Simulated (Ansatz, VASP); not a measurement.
**HgTe in VASP and in Ansatz**

File POSCAR:

```
HgTe
1.0
    0.0000000000      3.2547406865      3.2547406865
    3.2547406865      0.0000000000      3.2547406865
    3.2547406865      3.2547406865      0.0000000000
Hg Te
1 1
Direct
    0.0000000000      0.0000000000      0.0000000000
    0.2500000000      0.2500000000      0.2500000000
```

Contents of INCAR.step1:

```
SYSTEM = HgTe
ALGO = Normal ; EDIFF = 1E-5
ENCUT = 550 ; GGA = PE
GGA_COMPAT = .FALSE. ; ISMEAR = 0
LASPH = .TRUE. ; LCHARG = .FALSE.
LREAL = .FALSE. ; LWAVE = .TRUE.
NBANDS = 16 ; NELM = 120
PREC = Accurate ; SIGMA = 0.1
```

INCAR.step2

```
SYSTEM = HgTe
ALGO = Normal ; EDIFF = 1E-6
ENCUT = 550 ; GGA_COMPAT = .FALSE.
ISIF = 2 ; ISMEAR = 0
ISTART = 1 ; LASPH = .TRUE.
LCHARG = .FALSE. ; LMIXTAU = .TRUE.
LREAL = .FALSE. ; LWAVE = .FALSE.
METAGGA = R2SCAN ; NBANDS = 16
NELM = 120 ; PREC = Accurate
SIGMA = 0.1
```

Contents of KPOINTS:

```
k-points
0
G
  12 12 12
  0 0 0
```

Input for Ansatz:

```yaml
crystal:
  lattice:
    - [0.0, 3.2547406865, 3.2547406865]
    - [3.2547406865, 0.0, 3.2547406865]
    - [3.2547406865, 3.2547406865, 0.0]
  atoms:
    - { symbol: Hg, position: [0.0, 0.0, 0.0] }
    - { symbol: Te, position: [0.25, 0.25, 0.25] }
basis:
  ecutwfc: 500
kpoints:
  mp_grid: { grid: [12, 12, 12] }
hamiltonian:
  xc: r2scan
scf:
  occupations: { method: gaussian, width: 0.1 }
output:
  forces: true
  stress: true
  eigenvalues: true
```

Alike in both runs: task single point; functional r2SCAN; k mesh 12 × 12 × 12; occupations gaussian, width 0.1 eV; no spin polarisation.

```csv
,VASP,Ansatz
version,VASP 6.6.1,Ansatz 0.2.0
potentials or method,"VASP PAW PBE potentials, release 64 (Hg, Te), cutoff 550 eV","scalar-relativistic, plane waves, PAW"
valence electrons in the cell,18,36
```

```tsv
	VASP	Ansatz	Ansatz less VASP
gap on the k mesh at the Fermi level (eV)	none	none	-
pressure (GPa)	1.3	1.3	-0.07
```

VASP's potentials were made for PBE, not for r2SCAN. A gap of «none» marks a metal or a gap that the smearing closes. VASP's potentials hold 18 valence electrons a cell and Ansatz's 36, so a difference there can come from the potentials and not from the codes.

Spin-orbit coupling is off throughout.
